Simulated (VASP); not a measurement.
Crystal: Fe.

```xyz
2
Lattice="2.4342 0.0000 0.0000 -1.2171 2.1080 0.0000 0.0000 0.0000 3.8419" Properties=species:S:1:pos:R:3 pbc="T T T"
Fe    1.2171    0.7027    2.8815
Fe    0.0000    1.4054    0.9605
```

Base run:

- Program: VASP 6.6.1
- Functional: PBEsol
- Potentials or basis: VASP PAW PBE potentials, release 64 (Fe)
- Cutoff: 520 eV
- k mesh: 10 × 10 × 6
- Occupations: fermi-dirac, width 0.05 eV
- Spin: collinear spin, ferromagnetic start
- Starting moments: [3.0, 3.0] μB
- Fixed moment: 6 μB

Its results: pressure 67.6 GPa; site moments Fe +2.93 μB.

**Question.** After a change of settings the same cell gave: pressure 79.1 GPa; site moments Fe +2.94 μB. Which change was it?
A. fixed moment from 6 μB to 12 μB; moments at the start from [3.0, 3.0] to [6.0, 6.0]
B. fixed moment from 6 μB to 4.5 μB; moments at the start from [3.0, 3.0] to [2.25, 2.25]
C. functional from PBEsol to PBE

**Answer.** C.

PBE binds less tightly than PBEsol, so the same cell stands under more pressure.

Caveats: the total moment is fixed, so each spin has its own Fermi level; the PAW data sets were made with another functional, which shifts forces and pressure a little (some runs).
